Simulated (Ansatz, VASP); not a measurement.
CdS: VASP beside Ansatz

```
Cd S
1.0
     4.15000    0.00000    0.00000
    -2.07500    3.59401    0.00000
     0.00000    0.00000    6.73700
Cd S
2 2
Direct
  0.66667 0.33333 0.50000
  0.33333 0.66667 0.00000
  0.66667 0.33333 0.87500
  0.33333 0.66667 0.37500
```

Alike in both runs: functional SVWN5; k mesh 7 × 7 × 4; occupations fermi-dirac, width 0.05 eV; no spin polarisation.

|  | VASP | Ansatz |
| --- | --- | --- |
| version | VASP 6.6.1 | Ansatz 0.2.0 |
| potentials or method | VASP PAW PBE potentials, release 64 (Cd, S) | Ansatz PAW |
| plane-wave cutoff (eV) | 520 | 420 |
| valence electrons in the cell | 36 | 52 |
| task | single point | band structure |

Ansatz gave:

```
gap on the k mesh at the Fermi level (eV)                     : 0.91
least direct gap on the mesh (eV)                             : 0.91
pressure (GPa)                                                : -3.2
traceless stress, the component that is largest in VASP (GPa) : 0.38
rms of the force components (eV/Å)                            : 0.035
```

Q: What did VASP give for the same quantities?

A: gap on the k mesh at the Fermi level (eV): 0.92; least direct gap on the mesh (eV): 0.92; pressure (GPa): -2.7; traceless stress, the component that is largest in VASP (GPa): 0.40; rms of the force components (eV/Å): 0.036.

VASP's potentials were made for PBE, not for SVWN5. Atom by atom the forces differ by 0.001 eV/Å (rms over components). With one functional, cell and mesh, what is left measures potentials, basis and numerics. VASP's potentials hold 36 valence electrons a cell and Ansatz's 52, so a difference there can come from the potentials and not from the codes.
